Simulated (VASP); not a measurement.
Runs of VASP 6.6.1 on MgS. The structure is that of space group I4/mmm (No. 139), or close to it. The cells are those of the table. 

```tsv
cell	cutoff (eV)	gap on the mesh (eV)	pressure (GPa)
a = 3.728, b = 3.728, c = 3.863 Å, angles 58.8, 58.8, 62.4°, 2 atoms	600	2.29	(b)
a = 3.684, b = 3.684, c = 3.495 Å, angles 61.7, 61.7, 56.6°, 2 atoms	600	2.51	5.1
a = 3.636, b = 3.636, c = 3.771 Å, angles 58.8, 58.8, 62.5°, 2 atoms	520	2.41	(a)
a = 3.684, b = 3.684, c = 3.863 Å, angles 58.4, 58.4, 63.2°, 2 atoms	600	2.28	-2.7
a = 3.772, b = 3.772, c = 3.863 Å, angles 59.2, 59.2, 61.6°, 2 atoms	600	2.32	-6.7
a = 3.728, b = 3.728, c = 3.587 Å, angles 61.2, 61.2, 57.5°, 2 atoms	600	2.46	(c)
a = 3.636, b = 3.636, c = 3.495 Å, angles 61.3, 61.3, 57.5°, 2 atoms	600	2.59	6.8
```

Alike in all rows: task single point; level PBEsol; potentials or basis VASP PAW PBE potentials, release 64 (Mg, S); no spin polarisation; k mesh 8 × 8 × 8; smearing gaussian 0.05 eV.

Problem. Fill in the values left out.

Solution. (a) 0.0; (b) -5.0; (c) -0.1.

Caveats: the PAW data sets were made with another functional, which shifts forces and pressure a little.

A k mesh can miss the band edges.
